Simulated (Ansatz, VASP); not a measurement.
# Mo: VASP beside Ansatz

File INCAR:

```
  ALGO = Normal
  EDIFF = 1E-6
  ENCUT = 520
  GGA = RP
  ISIF = 2
  ISMEAR = -1
  LASPH = T
  LCHARG = F
  LREAL = F
  LWAVE = F
  NBANDS = 13
  NELM = 80
  PREC = Accurate
  SIGMA = 0.1
```

KPOINTS

```
k-points
0
Gamma
  15 15 15
```

File POSCAR:

```
Mo
1.0
    0.0000000000      2.0885208722      2.0885208722
    2.0885208722      0.0000000000      2.0885208722
    2.0885208722      2.0885208722      0.0000000000
Mo
1
Direct
    0.0000000000      0.0000000000      0.0000000000
```

Input for Ansatz:

```yaml
crystal:
  lattice:
    - [0.0, 2.0885208722, 2.0885208722]
    - [2.0885208722, 0.0, 2.0885208722]
    - [2.0885208722, 2.0885208722, 0.0]
  atoms:
    - { symbol: Mo, position: [0.0, 0.0, 0.0] }
hamiltonian:
  xc: rpbe
  pseudopotentials:
    kind: paw
    azcp:
      Mo: "pseudopotentials/Mo.paw.azcp"
basis:
  ecutwfc: 420
  fft_grid_basis: typed
kpoints:
  mp_grid: { grid: [15, 15, 15], shift: [0, 0, 0] }
magnetization:
  spin_polarized: false
scf:
  occupations: { method: fermi_dirac, width: 0.1 }
  lower_state_search: "off"
output:
  stress: true
```

Alike in both runs: task single point; functional RPBE; k mesh 15 × 15 × 15; occupations fermi-dirac, width 0.1 eV; no spin polarisation.

|  | VASP | Ansatz |
| --- | --- | --- |
| version | VASP 6.6.1 | Ansatz 0.2.0 |
| potentials or method | VASP PAW PBE potentials, release 64 (Mo_sv), cutoff 520 eV | plane waves (420 eV) with PAW, scalar-relativistic |
| valence electrons in the cell | 14 | 14 |

VASP gave:

| Property | Result |
| --- | --- |
| pressure (GPa) | -20.0 |

Problem. Estimate Ansatz's values.

Solution. Pressure (GPa): -20.3.

VASP's potentials were made for PBE, not for RPBE.
